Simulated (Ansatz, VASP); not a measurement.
Ru: VASP beside Ansatz

```
Ru
1.0
     2.49144    0.00000    0.00000
     0.00000    2.49144    0.00000
     0.00000    0.00000    2.49144
Ru
1
Direct
  0.00000 0.00000 0.00000
```

Alike in both runs: functional r2SCAN; k mesh 13 × 13 × 13; occupations fermi-dirac, width 0.1 eV; no spin polarisation.

Ansatz relaxed the structure, and its values are those at the end. VASP's run is a single point on that final structure, the one shown.

|  | VASP | Ansatz |
| --- | --- | --- |
| version | VASP 6.6.1 | Ansatz 0.2.0 |
| potentials or method | VASP PAW PBE potentials, release 64 (Ru_pv), cutoff 520 eV | plane waves (500 eV) with PAW, scalar-relativistic |
| valence electrons in the cell | 14 | 16 |

|  | VASP | Ansatz | Ansatz less VASP |
| --- | --- | --- | --- |
| pressure (GPa) | 1.3 | 0.0 | -1.24 |

VASP's potentials were made for PBE, not for r2SCAN. VASP's potentials hold 14 valence electrons a cell and Ansatz's 16, so a difference there can come from the potentials and not from the codes.
